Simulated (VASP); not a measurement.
Write the native input for VASP 6.6.1 that does the following.

| Quantity | Value |
| --- | --- |
| Task | single point |
| Functional | r2SCAN |
| Potentials or basis | VASP PAW PBE potentials, release 64 (Ag, I) |
| Cutoff | 550 eV |
| k mesh | 6 × 6 × 4 |
| Occupations | fermi-dirac, width 0.02 eV |
| Spin | no spin polarisation |
| Dipole correction | no |
| Further INCAR settings | ALGO = Normal; EDIFF = 1e-06; NBANDS = 26 |

AgI:

```
Ag I
1.0
     4.65075    0.00000    0.00000
    -2.32537    4.02766    0.00000
     0.00000    0.00000    7.59971
Ag I
2 2
Cartesian
  2.3254 1.3426 4.7690
  0.0000 2.6851 0.9691
  2.3254 1.3426 0.0188
  0.0000 2.6851 3.8187
```

The input as run:

POSCAR

```
AgI
1.0
    4.6507453634      0.0000000000      0.0000000000
   -2.3253726817      4.0276636312      0.0000000000
    0.0000000000      0.0000000000      7.5997061756
Ag I
2 2
Direct
    0.6666666667      0.3333333333      0.6275234352
    0.3333333333      0.6666666667      0.1275234352
    0.6666666667      0.3333333333      0.0024765648
    0.3333333333      0.6666666667      0.5024765648
```

INCAR.step1

```
SYSTEM = AgI
PREC = Accurate ; ENCUT = 550
ISMEAR = -1 ; SIGMA = 0.02
LREAL = .FALSE. ; LASPH = .TRUE.
NELM = 120 ; NBANDS = 26
GGA = PE ; ALGO = Normal
EDIFF = 1E-5 ; LWAVE = .TRUE.
LCHARG = .FALSE. ; GGA_COMPAT = .FALSE.
```

INCAR.step2

```
SYSTEM = AgI
PREC = Accurate ; ENCUT = 550
EDIFF = 1E-6 ; ISMEAR = -1
SIGMA = 0.02 ; LREAL = .FALSE.
LASPH = .TRUE. ; NELM = 120
ALGO = Normal ; ISIF = 2
LWAVE = .FALSE. ; LCHARG = .TRUE.
METAGGA = R2SCAN ; LMIXTAU = .TRUE.
LELF = .TRUE. ; LVHAR = .TRUE.
NBANDS = 26 ; ISTART = 1
GGA_COMPAT = .FALSE.
```

KPOINTS

```
Automatic mesh
0
G
  6 6 4
  0 0 0
```

Potentials or basis: VASP PAW PBE potentials, release 64 (Ag, I).

Run with:

```console
$ cat potpaw_PBE.64/Ag/POTCAR potpaw_PBE.64/I/POTCAR > POTCAR
$ cp INCAR.step1 INCAR
$ mpirun -np 1 vasp_std > vasp.out
$ cp INCAR.step2 INCAR
$ mpirun -np 1 vasp_std > vasp.out
```

It gave:

```yaml
Pressure: -0.1 GPa
Band_gap_on_the_k_mesh: 1.83 eV
```

Caveat: the PAW data sets were made with another functional, which shifts forces and pressure a little; spin-orbit coupling is left out, which moves the levels of the heavy elements.

It took 2.1 min on 1 thread of Intel(R) Xeon(R) 6975P-C (Granite Rapids), with other jobs on the host, peak memory 0.33 GiB.
